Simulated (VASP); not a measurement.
# TiAl3 (Pm-3m) in VASP: further runs

The runs below take TiAl3 through single point, with r2SCAN.

Everything below comes from runs of VASP 6.6.1. Logs are shortened: lines on timing, memory, paths and dates and some standing lists are left out, and cuts for length are marked.

## Step 1: The cell of the first run

Symmetry: Pm-3m, No. 221, cubic system. Conventional cell: a = 3.956 Å, b = 3.956 Å, c = 3.956 Å, α = 90.00°, β = 90.00°, γ = 90.00°. Ti (site symmetry m-3m) has 12 Al at 2.80 Å within 3.7 Å. Al (site symmetry 4/mmm) has 4 Ti at 2.80 Å and 8 Al at 2.80 Å within 3.7 Å.

## Step 2: Single point, r2SCAN

File POSCAR:

```
TiAl3
1.0
    3.9556712500      0.0000000000      0.0000000000
    0.0000000000      3.9556712500      0.0000000000
    0.0000000000      0.0000000000      3.9556712500
Ti Al
1 3
Direct
    0.0000000000      0.0000000000      0.0000000000
    0.5000000000      0.5000000000      0.0000000000
    0.5000000000      0.0000000000      0.5000000000
    0.0000000000      0.5000000000      0.5000000000
```

File INCAR.step1:

```
  ALGO = Normal
  EDIFF = 1E-4
  ENCUT = 520
  GGA = PE
  ISMEAR = 0
  LASPH = T
  LCHARG = F
  LREAL = F
  LWAVE = T
  NBANDS = 18
  NELM = 100
  PREC = Accurate
  SIGMA = 0.1
```

File INCAR.step2:

```
  ALGO = Normal
  EDIFF = 1E-6
  ENCUT = 520
  ISIF = 2
  ISMEAR = 0
  ISTART = 1
  LASPH = T
  LCHARG = T
  LELF = T
  LMIXTAU = T
  LREAL = F
  LVHAR = T
  LWAVE = F
  METAGGA = R2SCAN
  NBANDS = 18
  NELM = 100
  PREC = Accurate
  SIGMA = 0.1
```

File KPOINTS:

```
k-points
0
Gamma
  10 10 10
```

Potentials or basis: VASP PAW PBE potentials, release 64 (Ti_sv, Al).

Command:

```
$ cat potpaw_PBE.64/Ti_sv/POTCAR potpaw_PBE.64/Al/POTCAR > POTCAR
$ cp INCAR.step1 INCAR
$ mpirun -np 1 vasp_std > vasp.out
$ cp INCAR.step2 INCAR
$ mpirun -np 1 vasp_std > vasp.out
```

OUTCAR:

```text
EDIFF = 1E-6
   ENCUT = 520
   ISIF = 2
   ISMEAR = 0
   ISTART = 1
   LASPH = T
   LREAL = F
   METAGGA = R2SCAN
   NELM = 100
   PREC = Accurate

 ion  position               nearest neighbor table
   1  0.000  0.000  0.000-   2 2.80   3 2.80   4 2.80   3 2.80   4 2.80   2 2.80   4 2.80   4 2.80
                             2 2.80   3 2.80   3 2.80   2 2.80
   2  0.500  0.500  0.000-   1 2.80   3 2.80   4 2.80   3 2.80   4 2.80   1 2.80   3 2.80   3 2.80
                             1 2.80   4 2.80   4 2.80   1 2.80
   3  0.500  0.000  0.500-   1 2.80   2 2.80   4 2.80   1 2.80   2 2.80   2 2.80   4 2.80   2 2.80
                             1 2.80   4 2.80   1 2.80   4 2.80
   4  0.000  0.500  0.500-   1 2.80   2 2.80   3 2.80   1 2.80   2 2.80   1 2.80   3 2.80   1 2.80
                             2 2.80   3 2.80   2 2.80   3 2.80

  LATTYP: Found a simple cubic cell.
 ALAT       =     3.9556712500

  Lattice vectors:

 A1 = (   3.9556712500,   0.0000000000,   0.0000000000)
 A2 = (   0.0000000000,   3.9556712500,   0.0000000000)
 A3 = (   0.0000000000,   0.0000000000,   3.9556712500)

Analysis of symmetry for initial positions (statically):
=====================================================================
 Subroutine PRICEL returns:
 Original cell was already a primitive cell.

 Routine SETGRP: Setting up the symmetry group for a
 simple cubic supercell.

 Subroutine GETGRP returns: Found 48 space group operations
 (whereof 48 operations were pure point group operations)
 out of a pool of 48 trial point group operations.

The static configuration has the point symmetry O_h .

Analysis of symmetry for dynamics (positions and initial velocities):
=====================================================================
 Subroutine PRICEL returns:
 Original cell was already a primitive cell.

 Routine SETGRP: Setting up the symmetry group for a
 simple cubic supercell.

 Subroutine GETGRP returns: Found 48 space group operations
 (whereof 48 operations were pure point group operations)
 out of a pool of 48 trial point group operations.

The dynamic configuration has the point symmetry O_h .

 Subroutine INISYM returns: Found 48 space group operations
 (whereof 48 operations are pure point group operations),
 and found     1 'primitive' translations

----------------------------------------------------------------------------------------

                                     Primitive cell

[... 90 lines left out ...]
   LSORBIT =      F    spin-orbit coupling
   LASPH  =      T    aspherical Exc in radial PAW
   ENCUT  =  520.0 eV  38.22 Ry    6.18 a.u.   7.35  7.35  7.35*2*pi/ulx,y,z
   NELM   =    100;   NELMIN=  2; NELMDL=  0     # of ELM steps
   EDIFF  = 0.1E-05   stopping-criterion for ELM
   LREAL  =      F    real-space projection
   EDIFFG = 0.1E-04   stopping-criterion for IOM
   NSW    =      0    number of steps for IOM
   IBRION =     -1    ionic relax: 0-MD 1-quasi-New 2-CG
   NFREE  =      0    steps in history (QN), initial steepest desc. (CG)
   ISIF   =      2    stress and relaxation
   ISYM   =      2    0-nonsym 1-usesym 2-fastsym
   POTIM  = 0.5000    time-step for ionic-motion
   TEBEG  =    0.0;   TEEND  =   0.0 temperature during run
   PSTRESS=    0.0 pullay stress
   NELECT =      21.0000    total number of electrons
   NUPDOWN=      -1.0000    fix difference up-down
   EMIN   =  10.00;   EMAX   =-10.00  energy-range for DOS
   EFERMI =   0.00;   METHOD = LEGACY
   ISMEAR =     0;   SIGMA  =   0.10  broadening in eV -4-tet -1-fermi 0-gaus
   EFERMI_NEDOS =   21; number of points for ismear=-14 and -15
   IALGO  =     38    algorithm
   IMIX   =      4    mixing-type and parameters
     AMIX     =   0.40;   BMIX     =  1.00
     AMIX_MAG =   1.60;   BMIX_MAG =  1.00
  volume/ion in A,a.u.               =      15.47       104.42
  Fermi-wavevector in a.u.,A,eV,Ry     =   1.141811  2.157711 17.738371  1.303733
  Thomas-Fermi vector in A             =   2.278511
   LORBIT       =      0    0 simple, 1 ext, 2 COOP (PROOUT), +10 PAW based schemes
   METAGGA = R2SCAN    functional components
   LHFCALC =     F    Hartree Fock is set to
   AEXX    =    0.0000 exact exchange contribution
   IVDW    =     0    specifies the selected vdW correction
   LEPSILON=     F    determine dielectric tensor
   LRPA    =     F    only Hartree local field effects (RPA)
 non-spin polarized calculation
 Gauss-broadening in eV      SIGMA  =   0.10
  energy-cutoff  :      520.00
  volume of cell :       61.90
 maximum number of plane-waves:      1743
 NGX is ok and might be reduce to    30
   NGX = 15   NGY = 15   NGZ = 15

 number of electron      20.9999997 magnetization

 Free energy of the ion-electron system (eV)
  ---------------------------------------------------
  ext. energy  EPLUGINS =         0.00000000
  ---------------------------------------------------
  free energy    TOTEN  =       -34.82285436 eV

  energy without entropy =      -34.81313455  energy(sigma->0) =      -34.81799445

 E-fermi :   9.1903     XC(G=0): -11.5903

 val. band max:        9.1467914348   @ k =   0.4000   0.4000   0.1000
 cond. band min:       9.1944278424   @ k =   0.2000   0.1000   0.0000
 fundamental gap:      0.0476364076
 Fermi energy:         9.1903415932

 k-point     1 :       0.0000    0.0000    0.0000
  band No.  band energies     occupation
      1     -50.1676      2.00000
      2     -25.4337      2.00000
      3     -25.4337      2.00000
      4     -25.4337      2.00000
      5      -2.3277      2.00000
      6       5.9582      2.00000
[... 481 lines left out ...]
      5      -1.2260      2.00000
      6       2.6938      2.00000
[... 10 lines left out ...]
     17      13.6622      0.00000
     18      15.0237      0.00000

 [... further k-points ...]
[... 5 lines left out ...]
  --------------------------------------------------------------------------------------
  -------------------------------------------------------------------------------------
  Total       -0.0404401     -0.0404401     -0.0404401     -0.0000000      0.0000000     -0.0000000
  in kB       -1.0467970     -1.0467970     -1.0467970     -0.0000000      0.0000000     -0.0000000
  external PRESSURE =      -1.0467970 kB  Pullay stress =       0.0000000 kB

 VOLUME and BASIS-vectors are now :
 -----------------------------------------------------------------------------
  energy-cutoff  :      520.00
  volume of cell :       61.90
      direct lattice vectors                 reciprocal lattice vectors
     3.955671250  0.000000000  0.000000000     0.252801595  0.000000000  0.000000000
     0.000000000  3.955671250  0.000000000     0.000000000  0.252801595  0.000000000
     0.000000000  0.000000000  3.955671250     0.000000000  0.000000000  0.252801595

 POSITION                                       TOTAL-FORCE (eV/Angst)
 -----------------------------------------------------------------------------------
      0.00000      0.00000      0.00000         0.000000      0.000000      0.000000
      1.97784      1.97784      0.00000         0.000000      0.000000      0.000000
      1.97784      0.00000      1.97784         0.000000      0.000000      0.000000
      0.00000      1.97784      1.97784         0.000000      0.000000      0.000000
 -----------------------------------------------------------------------------------
    total drift:                                0.000000     -0.000000      0.000000

  FREE ENERGIE OF THE ION-ELECTRON SYSTEM (eV)
  ---------------------------------------------------
  free  energy   TOTEN  =       -34.8228543557 eV

  energy  without entropy=      -34.8131345496  energy(sigma->0) =      -34.81799445
```

It took 3.2 min on 1 thread of Intel Xeon Platinum 8259CL at 2.50GHz (Skylake/Cascade Lake), shared host; peak memory 0.2 GiB.

Results:

* Free energy: -34.8229 eV
* Pressure: -0.1 GPa

Caveat: the PAW data sets were made with another functional, which shifts forces and pressure a little.

## Step 3: Single point, r2SCAN

POSCAR is that of step 2.

File INCAR.step1:

```
SYSTEM = TiAl3
  PREC = Accurate
  ENCUT = 520
  ISMEAR = 0
  SIGMA = 0.15
  LREAL = .FALSE.
  LASPH = .TRUE.
  NELM = 100
  NBANDS = 18
  GGA = PE
  ALGO = Normal
  EDIFF = 1E-4
  LWAVE = .TRUE.
  LCHARG = .FALSE.
```

File INCAR.step2:

```
SYSTEM = TiAl3
  PREC = Accurate
  ENCUT = 520
  EDIFF = 1E-6
  ISMEAR = 0
  SIGMA = 0.15
  LREAL = .FALSE.
  LASPH = .TRUE.
  NELM = 100
  ALGO = Normal
  ISIF = 2
  LWAVE = .FALSE.
  LCHARG = .FALSE.
  METAGGA = R2SCAN
  LMIXTAU = .TRUE.
  NBANDS = 18
  ISTART = 1
```

File KPOINTS:

```
Automatic mesh
0
G
  12 12 12
  0 0 0
```

Potentials or basis: VASP PAW PBE potentials, release 64 (Ti_sv, Al).

Command:

```
$ cat potpaw_PBE.64/Ti_sv/POTCAR potpaw_PBE.64/Al/POTCAR > POTCAR
$ cp INCAR.step1 INCAR
$ mpirun -np 1 vasp_std > vasp.out
$ cp INCAR.step2 INCAR
$ mpirun -np 1 vasp_std > vasp.out
```

Run time: 5.2 min. Hardware: 1 thread of Intel Xeon Platinum 8259CL at 2.50GHz (Skylake/Cascade Lake), shared host; peak memory 0.23 GiB.

The run converged. Its results:

```
Free energy : -34.8268 eV
Pressure    : -0.1 GPa
```

Levels at points of the mesh, in eV from the Fermi level:
```csv
k point,band 8,band 9,band 10,band 11,band 12,band 13
"(0.00, 0.00, 0.00)",-2.40,-2.40,-2.40,0.13,0.13,0.13
"(0.50, 0.00, 0.00)",-2.46,-2.30,0.40,0.67,0.67,0.91
"(0.50, 0.50, 0.00)",-5.42,-1.38,-1.38,0.63,1.08,1.09
"(0.50, 0.50, 0.50)",-5.41,-3.88,-3.88,-3.88,0.22,1.47
```

Caveat: the PAW data sets were made with another functional, which shifts forces and pressure a little.
